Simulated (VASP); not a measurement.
Input of a VASP 6.6.1 run:

Contents of INCAR:

```
SYSTEM = ScCl5
PREC     = Accurate       ! precision mode
ENCUT    = 520            ! plane-wave cutoff, eV
EDIFF    = 1E-7           ! SCF threshold, eV
ISMEAR   = 0              ! smearing method
SIGMA    = 0.1            ! smearing width, eV
LREAL    = .FALSE.        ! projectors in reciprocal space
LASPH    = .TRUE.         ! aspherical terms in the spheres
NELM     = 100            ! most SCF steps
ALGO     = Fast           ! electronic algorithm
ISIF     = 2              ! what is computed and relaxed
LWAVE    = .FALSE.        ! write WAVECAR
LCHARG   = .FALSE.        ! write CHGCAR
GGA      = PE             ! functional
NBANDS   = 32             ! bands
```

File KPOINTS:

```
Automatic mesh
0
G
  3 3 4
  0 0 0
```

File POSCAR:

```
ScCl5
1.0
    5.0956384194      0.0000000000      0.0000000000
   -2.5478192097      4.4129523197      0.0000000000
    0.0000000000      0.0000000000      6.8299522273
Sc Cl
1 5
Direct
    0.0000000000      0.0000000000      0.0000000000
    0.5000000000      0.0000000000      0.5000000000
    0.5000000000      0.5000000000      0.5000000000
    0.0000000000      0.5000000000      0.5000000000
    0.3333333333      0.6666666667      0.0000000000
    0.6666666667      0.3333333333      0.0000000000
```

Potentials or basis: VASP PAW PBE potentials, release 64 (Sc_sv, Cl).

Launch:

```bash
$ cat potpaw_PBE.64/Sc_sv/POTCAR potpaw_PBE.64/Cl/POTCAR > POTCAR
$ mpirun -np 1 vasp_std > vasp.out
```

(1) What does it give for the pressure?

(2) What does it give for the band gap on the k mesh?

## Answers

(1) 0.0 GPa.

(2) zero (bands 23 and 24 overlap by 0.04 eV).

Caveat: the k points lie up to 0.47 Å⁻¹ apart.
